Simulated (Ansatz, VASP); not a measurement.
## TiC in VASP and in Ansatz

```
Ti C
1.0
     0.00000    2.19248    2.19248
     2.19248    0.00000    2.19248
     2.19248    2.19248    0.00000
Ti C
1 1
Direct
  0.00000 0.00000 0.00000
  0.50000 0.50000 0.50000
```

Change from the starting cell: volume scaled by 1.04, crystal datasets.

Alike in both runs: task electric field gradients; functional PBEsol; k mesh 16 × 16 × 16; occupations fermi-dirac, width 0.03 eV; no spin polarisation.

|  | VASP | Ansatz |
| --- | --- | --- |
| version | VASP 6.6.1 | Ansatz 0.2.0 |
| potentials or method | VASP PAW PBE potentials, release 64 (Ti_sv, C), cutoff 520 eV | all-electron PAW with datasets made for the crystal, scalar-relativistic |

```csv
,VASP,Ansatz,Ansatz less VASP
pressure (GPa),-14.6,-15.0,-0.33
```

VASP's potentials were made for PBE, not for PBEsol. Ansatz ran all-electron here, and VASP with PAW potentials.
